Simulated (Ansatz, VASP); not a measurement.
**Zr: VASP beside Ansatz**

INCAR

```
PREC = Accurate
ENCUT = 500
EDIFF = 1E-6
ISMEAR = 0
SIGMA = 0.1
LREAL = F
LASPH = T
NELM = 120
ALGO = Normal
ISIF = 2
LWAVE = F
LCHARG = F
GGA = PE
NBANDS = 12
GGA_COMPAT = F
```

File KPOINTS:

```
Automatic mesh
0
Gamma
  9 9 9
```

File POSCAR:

```
Zr
1.0
    0.0000000000      2.1971537933      2.1971537933
    2.1971537933      0.0000000000      2.1971537933
    2.1971537933      2.1971537933      0.0000000000
Zr
1
Direct
    0.0000000000      0.0000000000      0.0000000000
```

Input for Ansatz:

```yaml
crystal:
  lattice:
    - [0.0, 2.1971537933224266, 2.1971537933224266]
    - [2.1971537933224266, 0.0, 2.1971537933224266]
    - [2.1971537933224266, 2.1971537933224266, 0.0]
  atoms:
    - { symbol: Zr, position: [0.0, 0.0, 0.0] }
basis:
  ecutwfc: 476.19925930478996
kpoints:
  mp_grid:
    grid: [9, 9, 9]
hamiltonian:
  xc: pbe
scf:
  occupations:
    method: gaussian
    width: 0.1
output:
  stress: true
```

Alike in both runs: task single point; functional PBE; k mesh 9 × 9 × 9; occupations gaussian, width 0.1 eV; no spin polarisation.

```csv
,VASP,Ansatz
version,VASP 6.6.1,Ansatz 0.2.0
potentials or method,"VASP PAW PBE potentials, release 64 (Zr_sv), cutoff 500 eV","plane waves, PAW"
valence electrons in the cell,12,12
```

```tsv
	VASP	Ansatz	Ansatz less VASP
pressure (GPa)	9.3	9.2	-0.07
```
